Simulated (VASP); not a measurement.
**Be2S: relaxation of cell and atoms with PBE**

Be2S:

```
Be S
1.0
    -2.77209    2.77209    2.16596
     2.77209   -2.77209    2.16596
     2.77209    2.77209   -2.16596
Be S
4 2
Direct
  0.28755 0.17900 0.43727
  0.85028 0.28755 0.10855
  0.74173 0.85028 0.56273
  0.17900 0.74173 0.89145
  0.74053 0.74053 0.00000
  0.20092 0.20092 0.00000
```

* Program: VASP 6.6.1
* Task: relaxation of cell and atoms
* Functional: PBE
* Potentials or basis: VASP PAW PBE potentials, release 64 (Be, S)
* Cutoff: 600 eV
* k mesh: 6 × 6 × 6
* Occupations: gaussian, width 0.1 eV
* Spin: no spin polarisation
* Dipole correction: no
* Further INCAR settings: ALGO = Normal; EDIFF = 1e-07; IBRION = 2; EDIFFG = -0.04; NSW = 90; ISIF = 3

- Relaxed volume: 14.11 Å³/atom
- Relaxed cell: a = 5.187 Å, b = 5.187 Å, c = 5.187 Å, α = 127.77°, β = 127.77°, γ = 76.99°
- Space group after relaxing (to 0.1 Å): I4cm (No. 108)
- Energy gained by relaxing: 1264.7 meV/atom
- Ionic steps: 27
- Pressure after relaxing: -0.2 GPa
- Largest force after relaxing: 0.016 eV/Å
- Band gap on the k mesh: zero (bands 10 and 11 overlap by 1.02 eV)

Forces on the atoms (eV/Å):
```
Be  -0.008  0.015  0.000
Be   0.015  0.008  0.000
Be   0.008 -0.015  0.000
Be  -0.015 -0.008  0.000
S    0.000  0.000  0.012
S    0.000  0.000 -0.012
```

The path:
```tsv
step	energy change (eV)	largest force (eV/Å)	pressure (GPa)	volume (Å³)
1	0.0000	6.4055	22.06	66.58
2	-1.0947	5.2382	-1.11	82.35
3	-1.6538	2.1777	4.47	75.57
4	-2.5143	1.1972	-5.84	83.32
5	-3.0962	1.4291	-8.42	88.20
6	-3.9560	1.5722	-13.72	97.73
7	-5.0764	1.4011	-14.03	95.01
8	-6.0041	1.4848	-12.54	90.75
9	-6.0968	2.3959	-2.76	79.86
10	-6.3903	1.6906	-10.16	87.15
11	-6.4473	1.7951	-9.19	85.83
12	-6.9217	1.0654	-4.39	80.01
13	-7.1097	1.1002	2.75	74.18
14	-7.2801	0.6992	2.77	74.04
15	-7.3662	0.2306	3.61	73.85
16	-7.4201	0.2665	0.58	76.42
17	-7.4261	0.4560	-0.86	77.75
18	-7.4688	0.4428	-0.83	78.62
19	-7.5610	0.2939	-0.34	81.15
20	-7.4864	0.8668	2.25	85.92
21	-7.5809	0.1431	0.46	82.65
22	-7.5838	0.1453	-0.35	84.04
23	-7.5849	0.0916	-0.08	83.56
24	-7.5863	0.0645	0.23	83.65
25	-7.5863	0.0690	0.28	83.67
26	-7.5873	0.0529	0.14	83.94
27	-7.5883	0.0164	-0.21	84.65
```

Final structure:
```
Be S
1.0
    -2.28318    2.28318    4.05974
     2.28318   -2.28318    4.05974
     2.28318    2.28318   -4.05974
Be S
4 2
Direct
  0.34120 0.22240 0.49963
  0.84156 0.34120 0.11880
  0.72277 0.84156 0.50037
  0.22240 0.72277 0.88120
  0.68565 0.68565 0.00000
  0.18641 0.18641 0.00000
```

Levels at points of the mesh, in eV from the Fermi level:
| k point | band 7 | band 8 | band 9 | band 10 | band 11 | band 12 | band 13 | band 14 |
| --- | --- | --- | --- | --- | --- | --- | --- | --- |
| (0.00, 0.00, 0.00) | -3.77 | -3.77 | -3.62 | -3.12 | 0.25 | 0.25 | 1.75 | 2.11 |
| (0.50, 0.00, 0.00) | -5.45 | -5.44 | -1.23 | -1.23 | 1.20 | 1.20 | 3.08 | 3.09 |
| (0.50, 0.50, 0.00) | -2.99 | -2.95 | -2.76 | -0.82 | -0.55 | 3.00 | 3.19 | 4.18 |
| (0.50, 0.50, 0.50) | -3.55 | -3.50 | -3.50 | 0.47 | 2.06 | 2.44 | 2.44 | 2.64 |

Wall time 6.4 min on 1 thread of Intel(R) Xeon(R) 6975P-C (Granite Rapids) (shared host), peak memory 0.22 GiB.

Caveat: the volume moved by over 15 % at a fixed basis, so the end points are rough.
